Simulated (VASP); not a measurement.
DyW2, 3 atoms in the cell. The structure is cubic, space group F-43m (No. 216). The conventional cell has a = 6.416 Å, b = 6.416 Å, c = 6.416 Å, α = 90.00°, β = 90.00°, γ = 90.00°. Within 3.7 Å of Dy (site symmetry -43m) lie 10 W at 2.78 to 3.21 Å. Within 3.7 Å of W (site symmetry -43m) lie 4 Dy at 2.78 Å and 4 W at 2.78 Å. Within 3.7 Å of W (site symmetry -43m) lie 4 W at 2.78 Å and 6 Dy at 3.21 Å. The cell was generated, and may not be a known phase.

```yaml
Program: VASP 6.6.1
Task: single point
Functional: PBE
Potentials_or_basis: VASP PAW PBE potentials, release 64 (Dy_3, W_sv), 4f in core
Cutoff: 500 eV
k_mesh: 6 × 6 × 6
Occupations: gaussian, width 0.1 eV
Spin: no spin polarisation
Dipole_correction: no
Further_INCAR_settings: ALGO = Normal; EDIFF = 1e-06; NBANDS = 26
```

Potentials or basis: VASP PAW PBE potentials, release 64 (Dy_3, W_sv), 4f in core.

Run with:

```bash
$ cat potpaw_PBE.64/Dy_3/POTCAR potpaw_PBE.64/W_sv/POTCAR > POTCAR
$ mpirun -np 1 vasp_std > vasp.out
```

Hardware: 1 thread of AMD EPYC 7R13 Processor (Zen 3) (shared host).

How long does it take, and how much memory?

Wall time 35 s on 1 thread of AMD EPYC 7R13 Processor (Zen 3), with other jobs on the host, peak memory 0.18 GiB. Counts: scf iterations 14, k points 16.
